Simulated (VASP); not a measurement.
## WSe2: single point with PBEsol

The system is WSe2.

```
W Se
1.0
     3.31534    0.00000    0.00000
    -1.65767    2.87117    0.00000
     0.00000    0.00000    6.51920
W Se
1 2
Direct
  0.00000 0.00000 0.00000
  0.33333 0.66667 0.25717
  0.66667 0.33333 0.74283
```

```yaml
Program: VASP 6.6.1
Task: single point
Functional: PBEsol
Potentials_or_basis: VASP PAW PBE potentials, release 64 (W_sv, Se)
Cutoff: 520 eV
k_mesh: 4 × 4 × 4
Occupations: fermi-dirac, width 0.02 eV
Spin: no spin polarisation
```

```json
{
 "Pressure": "-1.5 GPa",
 "Largest force": "0.192 eV/Å",
 "Band gap on the k mesh": "zero (band 13 reaches 6.43 eV, above the bottom of band 14 at 6.35 eV)"
}
```

Forces on the atoms (eV/Å):
```
W    0.000  0.000  0.000
Se   0.000  0.000  0.192
Se   0.000  0.000 -0.192
```

Stress tensor (GPa, compression positive):
```
-2.15  0.00  0.00
 0.00 -2.15  0.00
 0.00  0.00 -0.08
```

Levels at points of the mesh, in eV from the Fermi level:
```csv
k point,band 10,band 11,band 12,band 13,band 14,band 15,band 16,band 17
"(0.00, 0.00, 0.00)",-1.83,-1.52,-0.68,-0.68,0.13,0.13,3.38,3.38
"(0.50, 0.00, 0.00)",-3.78,-3.63,-1.94,-1.72,1.45,1.85,2.92,3.90
"(0.00, 0.00, 0.50)",-3.52,-0.69,-0.69,-0.39,0.00,0.00,3.65,3.65
"(0.50, 0.00, 0.50)",-3.87,-2.55,-2.38,-1.46,1.45,2.02,3.35,3.56
```

Run time: 35 s on 1 thread of Intel Xeon 8259CL, on a shared host, peak memory 0.19 GiB.

Caveat: the k points lie up to 0.55 Å⁻¹ apart; the PAW data sets were made with another functional, which shifts forces and pressure a little; spin-orbit coupling is left out, which moves the levels of the heavy elements; this functional lacks dispersion, which binds the layers, so the pressure and a relaxed spacing across them are unreliable.
